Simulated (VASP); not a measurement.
Wanted: the native input for a VASP 6.6.1 run.

* Task: single point
* Functional: LDA
* Potentials or basis: VASP PAW LDA potentials, release 64 (As)
* Cutoff: 520 eV
* k mesh: 10 × 10 × 10
* Occupations: fermi-dirac, width 0.1 eV
* Spin: no spin polarisation
* Dipole correction: no
* Further INCAR settings: ALGO = Normal; EDIFF = 1e-07; NBANDS = 12

The structure of As lies in POSCAR:

```
As
1.0
    0.0000000000      2.9015392497      2.9015392497
    2.9015392497      0.0000000000      2.9015392497
    2.9015392497      2.9015392497      0.0000000000
As
2
Direct
    0.1250000000      0.1250000000      0.1250000000
    0.8750000000      0.8750000000      0.8750000000
```

This cell differs from its parent crystal: volume scaled by 0.92.

One way to write it, as run:

INCAR

```
SYSTEM = As
  PREC = Accurate
  ENCUT = 520
  EDIFF = 1E-7
  ISMEAR = -1
  SIGMA = 0.1
  LREAL = .False.
  LASPH = .True.
  NELM = 100
  ALGO = Normal
  ISIF = 2
  LWAVE = .False.
  LCHARG = .False.
  NBANDS = 12
```

KPOINTS

```
Automatic mesh
0
Gamma
  10 10 10
  0 0 0
```

Potentials or basis: VASP PAW LDA potentials, release 64 (As).

Launch:

```sh
$ cat potpaw_LDA.64/As/POTCAR > POTCAR
$ mpirun -np 1 vasp_std > vasp.out
```

It gave:

The pressure is 5.4 GPa and the band gap on the k mesh is zero (band 5 reaches 5.22 eV, above the bottom of band 6 at 3.34 eV).

Run time: 8.9 s on 1 thread of Intel(R) Xeon(R) 6975P-C (Granite Rapids), on a shared host, peak memory 0.15 GiB.
